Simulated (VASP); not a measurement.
Wanted: the native input for a VASP 6.6.1 run.

```
Task                   : single point
Functional             : PBEsol
Potentials or basis    : VASP PAW PBE potentials, release 64 (Mg)
Cutoff                 : 520 eV
k mesh                 : 9 × 9 × 5
Occupations            : gaussian, width 0.1 eV
Spin                   : no spin polarisation
Dipole correction      : no
Further INCAR settings : ALGO = Normal; EDIFF = 1e-06; NBANDS = 9
```

The structure of Mg lies in POSCAR:

```
Mg
1.0
    3.2031988900      0.0000000000      0.0000000000
   -1.6015994400      2.7740516100      0.0000000000
    0.0000000000      0.0000000000      5.2010000000
Mg
2
Direct
    0.3333333300      0.6666666700      0.2500000000
    0.6666666700      0.3333333300      0.7500000000
```

The input as run:

INCAR

```
SYSTEM = Mg
ALGO = Normal
EDIFF = 1E-6
ENCUT = 520
GGA = PS
ISIF = 2
ISMEAR = 0
LASPH = .True.
LCHARG = .False.
LREAL = .False.
LWAVE = .False.
NBANDS = 9
NELM = 80
PREC = Accurate
SIGMA = 0.1
```

KPOINTS

```
k-points
0
Gamma
  9 9 5
  0 0 0
```

Potentials or basis: VASP PAW PBE potentials, release 64 (Mg).

Launch:

```sh
$ cat potpaw_PBE.64/Mg/POTCAR > POTCAR
$ mpirun -np 1 vasp_std > vasp.out
```

Results of the run:

The pressure is -1.0 GPa. The band gap on the k mesh is zero (band 2 reaches 3.54 eV, above the bottom of band 3 at 1.32 eV).

Caveat: the PAW data sets were made with another functional, which shifts forces and pressure a little.

Run time: 9 s on 1 thread of AMD EPYC 7R13 Processor (Zen 3), on a shared host, peak memory 0.13 GiB.
